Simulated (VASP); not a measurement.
A run of VASP 6.6.1 is set up as follows.

Contents of INCAR:

```
PREC = Accurate ; ENCUT = 520
EDIFF = 1E-6 ; ISMEAR = 0
SIGMA = 0.0976 ; LREAL = F
LASPH = T ; NELM = 150
ALGO = Normal ; ISIF = 2
LWAVE = F ; LCHARG = T
LMAXMIX = 4 ; LDAU = T
LDAUTYPE = 2 ; LDAUL = -1 -1 2
LDAUU = 0 0 1.61 ; LDAUJ = 0 0 0
LDAUPRINT = 1 ; GGA = PE
LELF = T ; LVHAR = T
NBANDS = 41
```

File KPOINTS:

```
Automatic mesh
0
Gamma
  9 9 5
```

The input POSCAR:

```
CaGaCo
1.0
    3.5796600000      0.0000000000      0.0000000000
    0.0000000000      3.5796600000      0.0000000000
    0.0000000000      0.0000000000      7.5784510000
Ga Ca Co
2 2 2
Direct
    0.0000000000      0.5000000000      0.0839000000
    0.5000000000      0.0000000000      0.9161000000
    0.0000000000      0.5000000000      0.6503000000
    0.5000000000      0.0000000000      0.3497000000
    0.0000000000      0.5000000000      0.3300000000
    0.5000000000      0.0000000000      0.6700000000
```

Potentials or basis: VASP PAW PBE potentials, release 64 (Ga_d, Ca_sv, Co).

Run with:

```bash
$ cat potpaw_PBE.64/Ga_d/POTCAR potpaw_PBE.64/Ca_sv/POTCAR potpaw_PBE.64/Co/POTCAR > POTCAR
$ mpirun -np 1 vasp_std > vasp.out
```

Problem. Estimate the largest force.

Solution. 8.038 eV/Å.

Problem. Predict the band gap on the k mesh.

Solution. Zero (bands 32 and 33 overlap by 1.21 eV).

Forces in eV/Å, atoms in the order of the input:
```
Ga   0.000  0.000 -8.038
Ga   0.000  0.000  8.038
Ca   0.000  0.000  2.167
Ca   0.000  0.000 -2.167
Co   0.000  0.000  7.577
Co   0.000  0.000 -7.577
```

Caveat: the run has no spin polarisation, though such a crystal can be magnetic; U without spin polarisation on a metal has little footing; the U is typed as a test and isn't derived for this compound; forces of over 1 eV/Å act on the atoms, so gaps and moduli don't describe the material at rest. Spin polarisation is off, so any magnetic state and its effect on volume and gap are missing.
